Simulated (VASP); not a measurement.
**Ca: single point with r2SCAN**

Ca:

```
CELL_PARAMETERS angstrom
0.00000 2.78246 2.78246
2.78246 0.00000 2.78246
2.78246 2.78246 0.00000
ATOMIC_POSITIONS crystal
Ca 0.00000 0.00000 0.00000
```

```yaml
Program: VASP 6.6.1
Task: single point
Functional: r2SCAN
Potentials_or_basis: VASP PAW PBE potentials, release 64 (Ca_sv)
Cutoff: 520 eV
k_mesh: 6 × 6 × 6
Occupations: fermi-dirac, width 0.1 eV
Spin: no spin polarisation
Dipole_correction: no
Further_INCAR_settings: ALGO = Normal; EDIFF = 1e-06; NBANDS = 11
```

| Quantity | Value |
| --- | --- |
| Pressure | 0.0 GPa |
| Band gap on the k mesh | zero (bands 5 and 6 overlap by 0.36 eV) |

Levels at points of the mesh, in eV from the Fermi level:
| k point | band 3 | band 4 | band 5 | band 6 | band 7 | band 8 |
| --- | --- | --- | --- | --- | --- | --- |
| (0.00, 0.00, 0.00) | -23.90 | -23.90 | -4.30 | 2.63 | 2.63 | 2.63 |
| (0.50, 0.00, 0.00) | -23.92 | -23.92 | -0.99 | -0.35 | 2.49 | 2.49 |
| (0.50, 0.50, 0.00) | -23.95 | -23.95 | -0.44 | 0.72 | 0.85 | 4.43 |

It took 72 s on 1 thread of AMD EPYC 7R13, on a shared host, peak memory 0.17 GiB.

Caveat: the PAW data sets were made with another functional, which shifts forces and pressure a little.
